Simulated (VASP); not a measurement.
Input of a VASP 6.6.1 run:

Contents of INCAR:

```
SYSTEM = AlAu4
ALGO = Fast ; EDIFF = 1E-6
ENCUT = 520 ; GGA = PS
ISIF = 2 ; ISMEAR = 0
LASPH = .True. ; LCHARG = .False.
LREAL = .False. ; LWAVE = .False.
NBANDS = 32 ; NELM = 60
PREC = Accurate ; SIGMA = 0.1
```

The input KPOINTS:

```
k-points
0
Gamma
  12 12 4
  0 0 0
```

The input POSCAR:

```
AlAu4
1.0
    2.4247150000     -1.7140970000      0.0000000000
    2.4247150000      1.7140970000      0.0000000000
   -0.9671910000      0.0000000000     10.8750260000
Al Au
1 4
Direct
    0.0000000000      0.0000000000      0.0000000000
    0.6130560000      0.6130560000      0.8219470000
    0.1987100000      0.1987100000      0.6059490000
    0.8012900000      0.8012900000      0.3940510000
    0.3869440000      0.3869440000      0.1780530000
```

Potentials or basis: VASP PAW PBE potentials, release 64 (Al, Au).

The run is started by

```bash
$ cat potpaw_PBE.64/Al/POTCAR potpaw_PBE.64/Au/POTCAR > POTCAR
$ mpirun -np 1 vasp_std > vasp.out
```

Task: Predict the pressure.

Result: -8.3 GPa.

Task: What does it give for the largest force?

Result: 0.114 eV/Å.

Forces on the atoms (eV/Å):
```
Al   0.000  0.000  0.000
Au   0.019  0.000 -0.113
Au   0.039  0.000 -0.047
Au  -0.039  0.000  0.047
Au  -0.019  0.000  0.113
```

Caveat: the PAW data sets were made with another functional, which shifts forces and pressure a little.
